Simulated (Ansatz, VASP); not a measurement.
## SnTe in VASP and in Ansatz

```
Sn Te
1.0
     0.00000    3.15430    3.15430
     3.15430    0.00000    3.15430
     3.15430    3.15430    0.00000
Sn Te
1 1
Direct
  0.00000 0.00000 0.00000
  0.50000 0.50000 0.50000
```

Alike in both runs: functional PBE; dispersion D3(BJ); k mesh 10 × 10 × 10; occupations gaussian, width 0.01 eV; no spin polarisation.

Ansatz relaxed the structure, and its values are those at the end. VASP's run is a single point on that final structure, the one shown.

|  | VASP | Ansatz |
| --- | --- | --- |
| version | VASP 6.6.1 | Ansatz 0.2.0 |
| potentials or method | VASP PAW PBE potentials, release 64 (Sn_d, Te), cutoff 500 eV | scalar-relativistic, plane waves, PAW |
| valence electrons in the cell | 20 | 30 |

|  | VASP | Ansatz | Ansatz less VASP |
| --- | --- | --- | --- |
| gap on the k mesh at the Fermi level (eV) | 0.09 | 0.09 | 0.000 |
| least direct gap on the mesh (eV) | 0.09 | 0.09 | 0.000 |
| pressure (GPa) | -0.1 | 0.0 | +0.07 |

VASP's potentials hold 20 valence electrons a cell and Ansatz's 30, so a difference there can come from the potentials and not from the codes. Ansatz's warnings: relaxed geometry near dispersion switch.

Spin-orbit coupling is off throughout.
